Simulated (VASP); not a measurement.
# NaCl (Pm-3m) in VASP: further runs

Aim: see how the results for NaCl move with the level of theory and the settings. Levels: PBE, PBEsol+D3(BJ), revPBE+D3(BJ). Tasks: single point.

Program: VASP 6.6.1. These are calculated values, not measurements. Logs are shortened: lines on timing, memory, paths and dates and some standing lists are left out, and cuts for length are marked.

### 1 The cell of the first run

Symmetry: Pm-3m, No. 221, cubic system. Conventional cell: a = 3.502 Å, b = 3.502 Å, c = 3.502 Å, α = 90.00°, β = 90.00°, γ = 90.00°. Within 4.0 Å of Cl (site symmetry m-3m) lie 8 Na at 3.03 Å and 6 Cl at 3.50 Å. Na (site symmetry m-3m) has 8 Cl at 3.03 Å and 6 Na at 3.50 Å within 4.0 Å.

### 2 Single point, PBE

INCAR

```
SYSTEM = NaCl
PREC = Accurate ; ENCUT = 500
EDIFF = 1E-6 ; ISMEAR = -1
SIGMA = 0.04 ; LREAL = .FALSE.
LASPH = .TRUE. ; NELM = 120
ALGO = Normal ; ISIF = 2
LWAVE = .FALSE. ; LCHARG = .FALSE.
GGA = PE ; NBANDS = 14
GGA_COMPAT = .FALSE.
```

KPOINTS

```
regular mesh
0
G
  5 5 5
  0 0 0
```

POSCAR

```
NaCl
1.0
    3.5021900000      0.0000000000      0.0000000000
    0.0000000000      3.5021900000      0.0000000000
    0.0000000000      0.0000000000      3.5021900000
Cl Na
1 1
Direct
    0.5000000000      0.5000000000      0.5000000000
    0.0000000000      0.0000000000      0.0000000000
```

Potentials or basis: VASP PAW PBE potentials, release 64 (Cl, Na_pv).

On the command line:

```bash
> cat potpaw_PBE.64/Cl/POTCAR potpaw_PBE.64/Na_pv/POTCAR > POTCAR
> mpirun -np 1 vasp_std > vasp.out
```

OUTCAR:

```text
SYSTEM = NaCl
   PREC = Accurate
   ENCUT = 500
   EDIFF = 1E-6
   ISMEAR = -1
   LREAL = .FALSE.
   LASPH = .TRUE.
   NELM = 120
   ISIF = 2
   GGA = PE

 ion  position               nearest neighbor table
   1  0.500  0.500  0.500-
   2  0.000  0.000  0.000-

  LATTYP: Found a simple cubic cell.
 ALAT       =     3.5021900000

  Lattice vectors:

 A1 = (   3.5021900000,   0.0000000000,   0.0000000000)
 A2 = (   0.0000000000,   3.5021900000,   0.0000000000)
 A3 = (   0.0000000000,   0.0000000000,   3.5021900000)

Analysis of symmetry for initial positions (statically):
=====================================================================
 Subroutine PRICEL returns:
 Original cell was already a primitive cell.

 Routine SETGRP: Setting up the symmetry group for a
 simple cubic supercell.

 Subroutine GETGRP returns: Found 48 space group operations
 (whereof 48 operations were pure point group operations)
 out of a pool of 48 trial point group operations.

The static configuration has the point symmetry O_h .

Analysis of symmetry for dynamics (positions and initial velocities):
=====================================================================
 Subroutine PRICEL returns:
 Original cell was already a primitive cell.

 Routine SETGRP: Setting up the symmetry group for a
 simple cubic supercell.

 Subroutine GETGRP returns: Found 48 space group operations
 (whereof 48 operations were pure point group operations)
 out of a pool of 48 trial point group operations.

The dynamic configuration has the point symmetry O_h .

 Subroutine INISYM returns: Found 48 space group operations
 (whereof 48 operations are pure point group operations),
 and found     1 'primitive' translations

----------------------------------------------------------------------------------------

                                     Primitive cell

  volume of cell :      42.9555

  direct lattice vectors                    reciprocal lattice vectors
     3.502190000  0.000000000  0.000000000     0.285535622  0.000000000  0.000000000
     0.000000000  3.502190000  0.000000000     0.000000000  0.285535622  0.000000000
     0.000000000  0.000000000  3.502190000     0.000000000  0.000000000  0.285535622

  length of vectors
     3.502190000  3.502190000  3.502190000     0.285535622  0.285535622  0.285535622

  position of ions in fractional coordinates (direct lattice)
     0.500000000  0.500000000  0.500000000
     0.000000000  0.000000000  0.000000000

  ion indices of the primitive-cell ions
   primitive index   ion index
                 1           1
                 2           2

----------------------------------------------------------------------------------------

 KPOINTS: regular mesh

Automatic generation of k-mesh.
 Grid dimensions read from file:
 generate k-points for:    5    5    5

 Generating k-lattice:

  Cartesian coordinates                     Fractional coordinates (reciprocal lattice)
     0.057107124  0.000000000  0.000000000     0.200000000  0.000000000  0.000000000
     0.000000000  0.057107124  0.000000000     0.000000000  0.200000000  0.000000000
     0.000000000  0.000000000  0.057107124     0.000000000  0.000000000  0.200000000

  Length of vectors
     0.057107124  0.057107124  0.057107124

  Shift w.r.t. Gamma in fractional coordinates (k-lattice)
     0.000000000  0.000000000  0.000000000

 Subroutine IBZKPT returns following result:
 ===========================================

 Found     10 irreducible k-points:

 Following reciprocal coordinates:
            Coordinates               Weight
  0.000000  0.000000  0.000000      1.000000
  0.200000  0.000000  0.000000      6.000000
  0.400000  0.000000  0.000000      6.000000
  0.200000  0.200000  0.000000     12.000000
  0.400000  0.200000  0.000000     24.000000
  0.400000  0.400000  0.000000     12.000000
  0.200000  0.200000  0.200000      8.000000
  0.400000  0.200000  0.200000     24.000000
  0.400000  0.400000  0.200000     24.000000
  0.400000  0.400000  0.400000      8.000000
   k-points           NKPTS =     10   k-points in BZ     NKDIM =     10   number of bands    NBANDS=     14
   number of dos      NEDOS =    301   number of ions     NIONS =      2
   total plane-waves  NPLWV =  21952
   dimension x,y,z NGX =    28 NGY =   28 NGZ =   28
   dimension x,y,z NGXF=    56 NGYF=   56 NGZF=   56
   ions per type =               1   1
   NGX,Y,Z   is equivalent  to a cutoff of  13.29, 13.29, 13.29 a.u.
   NGXF,Y,Z  is equivalent  to a cutoff of  26.58, 26.58, 26.58 a.u.
 SYSTEM =  NaCl
   PREC   = accura    normal or accurate (medium, high low for compatibility)
   ISTART =      0    job   : 0-new  1-cont  2-samecut
   ICHARG =      2    charge: 1-file 2-atom 10-const
   ISPIN  =      1    spin polarized calculation?
   LNONCOLLINEAR =      F non collinear calculations
   LSORBIT =      F    spin-orbit coupling
   LASPH  =      T    aspherical Exc in radial PAW
   ENCUT  =  500.0 eV  36.75 Ry    6.06 a.u.   6.39  6.39  6.39*2*pi/ulx,y,z
   NELM   =    120;   NELMIN=  2; NELMDL= -5     # of ELM steps
   EDIFF  = 0.1E-05   stopping-criterion for ELM
   LREAL  =      F    real-space projection
   EDIFFG = 0.1E-04   stopping-criterion for IOM
   NSW    =      0    number of steps for IOM
   IBRION =     -1    ionic relax: 0-MD 1-quasi-New 2-CG
   NFREE  =      0    steps in history (QN), initial steepest desc. (CG)
   ISIF   =      2    stress and relaxation
   ISYM   =      2    0-nonsym 1-usesym 2-fastsym
   POTIM  = 0.5000    time-step for ionic-motion
   TEBEG  =    0.0;   TEEND  =   0.0 temperature during run
   PSTRESS=    0.0 pullay stress
   NELECT =      14.0000    total number of electrons
   NUPDOWN=      -1.0000    fix difference up-down
   EMIN   =  10.00;   EMAX   =-10.00  energy-range for DOS
   EFERMI =   0.00;   METHOD = LEGACY
   ISMEAR =    -1;   SIGMA  =   0.04  broadening in eV -4-tet -1-fermi 0-gaus
   EFERMI_NEDOS =   21; number of points for ismear=-14 and -15
   IALGO  =     38    algorithm
   IMIX   =      4    mixing-type and parameters
     AMIX     =   0.40;   BMIX     =  1.00
     AMIX_MAG =   1.60;   BMIX_MAG =  1.00
  volume/ion in A,a.u.               =      21.48       144.94
  Fermi-wavevector in a.u.,A,eV,Ry     =   1.126621  2.129005 17.269530  1.269275
  Thomas-Fermi vector in A             =   2.263304
   LORBIT       =      0    0 simple, 1 ext, 2 COOP (PROOUT), +10 PAW based schemes
   GGA     = PE    functional components
   LHFCALC =     F    Hartree Fock is set to
   AEXX    =    0.0000 exact exchange contribution
   IVDW    =     0    specifies the selected vdW correction
   LEPSILON=     F    determine dielectric tensor
   LRPA    =     F    only Hartree local field effects (RPA)
 non-spin polarized calculation
  energy-cutoff  :      500.00
  volume of cell :       42.96
 maximum number of plane-waves:      1100
 NGX is ok and might be reduce to    28
   NGX = 13   NGY = 13   NGZ = 13

 number of electron      13.9999982 magnetization

 Free energy of the ion-electron system (eV)
  ---------------------------------------------------
  ext. energy  EPLUGINS =         0.00000000
  ---------------------------------------------------
  free energy    TOTEN  =        -6.46707835 eV

  energy without entropy =       -6.46707835  energy(sigma->0) =       -6.46707835

 E-fermi :   1.2998     XC(G=0):  -8.4323

 val. band max:        0.3752670037   @ k =   0.4000   0.4000   0.0000
 cond. band min:       4.4034633200   @ k =   0.0000   0.0000   0.0000
 fundamental gap:      4.0281963163
 Fermi energy:         1.2998468400

 k-point     1 :       0.0000    0.0000    0.0000
  band No.  band energies     occupation
      1     -21.6502      2.00000
      2     -21.6502      2.00000
      3     -21.6502      2.00000
      4     -12.9500      2.00000
      5      -0.0640      2.00000
      6      -0.0640      2.00000
      7      -0.0640      2.00000
      8       4.4035      0.00000
      9       9.0049      0.00000
     10       9.0049      0.00000
     11      16.1129      0.00000
     12      16.1130      0.00000
     13      16.1130      0.00000
     14      16.3385      0.00000

 k-point     2 :       0.2000    0.0000    0.0000
  band No.  band energies     occupation
      1     -21.6643      2.00000
      2     -21.6490      2.00000
      3     -21.6490      2.00000
      4     -12.8328      2.00000
      5      -1.1100      2.00000
      6       0.0140      2.00000
      7       0.0140      2.00000
      8       5.3746      0.00000
      9       9.4384      0.00000
     10       9.6750      0.00000
     11      13.9405      0.00000
     12      13.9405      0.00000
     13      15.4411      0.00000
     14      16.6301      0.00000

 k-point     3 :       0.4000    0.0000    0.0000
  band No.  band energies     occupation
      1     -21.6869      2.00000
      2     -21.6469      2.00000
      3     -21.6469      2.00000
      4     -12.6297      2.00000
      5      -2.3340      2.00000
      6       0.1468      2.00000
      7       0.1468      2.00000
      8       6.9191      0.00000
      9       9.3570      0.00000
     10      10.5730      0.00000
     11      12.4673      0.00000
     12      12.4673      0.00000
     13      14.0072      0.00000
     14      17.2342      0.00000
[... 86 lines left out ...]
 k-point     9 :       0.4000    0.4000    0.2000
  band No.  band energies     occupation
      1     -21.6780      2.00000
      2     -21.6772      2.00000
      3     -21.6557      2.00000
      4     -12.2919      2.00000
      5      -1.6495      2.00000
      6      -1.5692      2.00000
      7      -0.3689      2.00000
      8       6.8093      0.00000
      9       9.2260      0.00000
     10       9.5653      0.00000
     11      11.9840      0.00000
     12      14.3151      0.00000
     13      14.5589      0.00000
     14      15.8355      0.00000

 k-point    10 :       0.4000    0.4000    0.4000
  band No.  band energies     occupation
      1     -21.6750      2.00000
      2     -21.6743      2.00000
      3     -21.6743      2.00000
      4     -12.1377      2.00000
      5      -1.4026      2.00000
      6      -1.3361      2.00000
      7      -1.3361      2.00000
      8       7.4281      0.00000
      9       7.9742      0.00000
     10       7.9742      0.00000
     11      13.2643      0.00000
     12      14.8627      0.00000
     13      15.3691      0.00000
     14      15.3691      0.00000

------------------------ aborting loop because EDIFF is reached ----------------------------------------

  FORCE on cell =-STRESS in cart. coord.  units (eV):
  Direction    XX          YY          ZZ          XY          YZ          ZX
  --------------------------------------------------------------------------------------
  -------------------------------------------------------------------------------------
  Total        0.0135574      0.0135574      0.0135574     -0.0000000     -0.0000000     -0.0000000
  in kB        0.5056716      0.5056716      0.5056716     -0.0000000     -0.0000000     -0.0000000
  external PRESSURE =       0.5056716 kB  Pullay stress =       0.0000000 kB

 VOLUME and BASIS-vectors are now :
 -----------------------------------------------------------------------------
  energy-cutoff  :      500.00
  volume of cell :       42.96
      direct lattice vectors                 reciprocal lattice vectors
     3.502190000  0.000000000  0.000000000     0.285535622  0.000000000  0.000000000
     0.000000000  3.502190000  0.000000000     0.000000000  0.285535622  0.000000000
     0.000000000  0.000000000  3.502190000     0.000000000  0.000000000  0.285535622

 POSITION                                       TOTAL-FORCE (eV/Angst)
 -----------------------------------------------------------------------------------
      1.75110      1.75110      1.75110         0.000000      0.000000      0.000000
      0.00000      0.00000      0.00000         0.000000      0.000000      0.000000
 -----------------------------------------------------------------------------------
    total drift:                               -0.000000      0.000000      0.000000

  FREE ENERGIE OF THE ION-ELECTRON SYSTEM (eV)
  ---------------------------------------------------
  free  energy   TOTEN  =        -6.4670783491 eV

  energy  without entropy=       -6.4670783490  energy(sigma->0) =       -6.46707835
```

Wall time 8.1 s (1 thread of Intel Xeon Platinum 8259CL at 2.50GHz (Skylake/Cascade Lake), shared host); peak memory 0.14 GiB.

What came out:

| Quantity | Value |
| --- | --- |
| Free energy | -6.4671 eV |
| Pressure | 0.1 GPa |
| Band gap on the k mesh | 4.03 eV, indirect (least direct gap 4.47 eV) |

Levels at points of the mesh, in eV from the valence-band top:
```tsv
k point	band 5	band 6	band 7	band 8	band 9	band 10
(0.00, 0.00, 0.00)	-0.44	-0.44	-0.44	4.03	8.63	8.63
```

[end of part 1 of 2]
